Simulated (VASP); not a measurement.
Set up this calculation in VASP 6.6.1, as the native input.

* Task: relaxation of cell and atoms
* Functional: PBE
* Potentials or basis: VASP PAW PBE potentials, release 64 (La)
* Cutoff: 600 eV
* k mesh: 15 × 15 × 15
* Occupations: fermi-dirac, width 0.05 eV
* Spin: no spin polarisation
* Target pressure: 130 GPa
* Dipole correction: no
* Further INCAR settings: ALGO = Normal; EDIFF = 1e-06; IBRION = 2; EDIFFG = -0.005; NSW = 60; ISIF = 3

The structure of La lies in POSCAR:

```
La
1.0
    2.5099199829      0.0000000000      0.0000000000
    0.0000000000      2.5099199829      0.0000000000
    0.0000000000      0.0000000000      2.5099199829
La
1
Direct
    0.0000000000      0.0000000000      0.0000000000
```

This isn't the form of La at room conditions, which is double hcp.

The input as run:

INCAR

```
SYSTEM = La
  PREC = Accurate
  ENCUT = 600
  EDIFF = 1E-6
  ISMEAR = -1
  SIGMA = 0.05
  LREAL = .FALSE.
  LASPH = .TRUE.
  NELM = 100
  ALGO = Normal
  ISIF = 3
  LWAVE = .FALSE.
  LCHARG = .FALSE.
  GGA = PE
  IBRION = 2
  NSW = 60
  EDIFFG = -0.005
  PSTRESS = 1300.0
```

KPOINTS

```
regular mesh
0
G
  15 15 15
  0 0 0
```

Potentials or basis: VASP PAW PBE potentials, release 64 (La).

Command:

```console
$ cat potpaw_PBE.64/La/POTCAR > POTCAR
$ mpirun -np 1 vasp_std > vasp.out
```

Results of the run:

```yaml
Relaxed_volume: 16.28 Å³/atom
Relaxed_cell: a = 2.534 Å, b = 2.534 Å, c = 2.534 Å, α = 90.00°, β = 90.00°, γ = 90.00°
Space_group_after_relaxing_to_0.1_Å: Pm-3m (No. 221)
Energy_change_on_relaxing_the_run_minimises_the_enthalpy: -402.1 meV/atom
Ionic_steps: 4
Pressure_after_relaxing: 130.0 GPa
Band_gap_on_the_k_mesh: zero (an odd number of electrons rules out a gap without spin polarisation)
```

Caveat: the cell is relaxed towards a set pressure, so the run minimises the enthalpy, not the energy; spin-orbit coupling is left out, which moves the levels of the heavy elements.

It took 28 s on 1 thread of AMD EPYC 9R45 96-Core Processor (Zen 5), on a shared host, peak memory 0.14 GiB.
